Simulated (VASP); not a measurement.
Ca3Y:

```xyz
4
Lattice="5.4067 0.0000 0.0000 0.0000 5.4067 0.0000 0.0000 0.0000 5.4067" Properties=species:S:1:pos:R:3 pbc="T T T"
Ca    0.0000    2.7034    2.7034
Ca    2.7034    0.0000    2.7034
Ca    2.7034    2.7034    0.0000
Y     0.0000    0.0000    0.0000
```

- Program: VASP 6.6.1
- Task: relaxation of cell and atoms
- Functional: PBEsol
- Potentials or basis: VASP PAW PBE potentials, release 64 (Ca_sv, Y_sv)
- Cutoff: 600 eV
- k mesh: 8 × 8 × 8
- Occupations: gaussian, width 0.1 eV
- Spin: no spin polarisation

At the start: pressure -0.9 GPa; volume 39.51 Å³/atom.

Q: How do energy, volume and symmetry change on relaxing?

A: Over 4 steps the energy falls by 5.1 meV/atom and the volume is 37.79 Å³/atom (-4.4 %); space group Pm-3m (No. 221, to 0.1 Å) before and after.

Step by step:
| step | energy change (eV) | largest force (eV/Å) | pressure (GPa) | volume (Å³) |
| --- | --- | --- | --- | --- |
| 1 | 0.0000 | 0.0000 | -0.92 | 158.05 |
| 2 | -0.0189 | 0.0000 | -0.27 | 152.94 |
| 3 | -0.0203 | 0.0000 | 0.03 | 150.98 |
| 4 | -0.0203 | 0.0000 | 0.01 | 151.15 |

Final structure:
```
Ca Y
1.0
     5.32686    0.00000    0.00000
     0.00000    5.32686    0.00000
     0.00000    0.00000    5.32686
Ca Y
3 1
Cartesian
  0.0000 2.6634 2.6634
  2.6634 0.0000 2.6634
  2.6634 2.6634 0.0000
  0.0000 0.0000 0.0000
```

Caveat: the PAW data sets were made with another functional, which shifts forces and pressure a little.
